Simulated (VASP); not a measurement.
Wanted: the native input for a VASP 6.6.1 run.

* Task: single point
* Functional: LDA
* Potentials or basis: VASP PAW LDA potentials, release 64 (Ta_pv)
* Cutoff: 500 eV
* k mesh: 5 × 5 × 5
* Occupations: fermi-dirac, width 0.05 eV
* Spin: no spin polarisation
* Dipole correction: no
* Further INCAR settings: ALGO = Normal; EDIFF = 1e-06; NBANDS = 18

The structure of Ta lies in POSCAR:

```
Ta
1.0
    0.0000000000      2.9512323090      2.9512323090
    2.9512323090      0.0000000000      2.9512323090
    2.9512323090      2.9512323090      0.0000000000
Ta
2
Direct
    1.0000000000      1.0000000000      1.0000000000
    0.2500000000      0.2500000000      0.2500000000
```

This isn't the form of Ta at room conditions, which is bcc.

The input as run:

INCAR

```
SYSTEM = Ta
PREC     = Accurate       ! precision mode
ENCUT    = 500            ! plane-wave cutoff, eV
EDIFF    = 1E-6           ! SCF threshold, eV
ISMEAR   = -1             ! smearing method
SIGMA    = 0.05           ! smearing width, eV
LREAL    = .False.        ! projectors in reciprocal space
LASPH    = .True.         ! aspherical terms in the spheres
NELM     = 120            ! most SCF steps
ALGO     = Normal         ! electronic algorithm
ISIF     = 2              ! what is computed and relaxed
LWAVE    = .False.        ! write WAVECAR
LCHARG   = .False.        ! write CHGCAR
GGA      = CA             ! functional
NBANDS   = 18             ! bands
GGA_COMPAT= .False.
```

KPOINTS

```
regular mesh
0
Gamma
  5 5 5
  0 0 0
```

Potentials or basis: VASP PAW LDA potentials, release 64 (Ta_pv).

Run with:

```console
$ cat potpaw_LDA.64/Ta_pv/POTCAR > POTCAR
$ mpirun -np 1 vasp_std > vasp.out
```

Results of the run:

```json
{
 "Pressure": "1.2 GPa",
 "Band gap on the k mesh": "zero (bands 11 and 12 overlap by 0.43 eV)"
}
```

Caveat: the k points lie up to 0.37 Å⁻¹ apart; spin-orbit coupling is left out, which moves the levels of the heavy elements.

Wall time 10 s on 1 thread of Intel(R) Xeon(R) Platinum 8375C CPU @ 2.90GHz (Ice Lake) (shared host), peak memory 0.14 GiB.
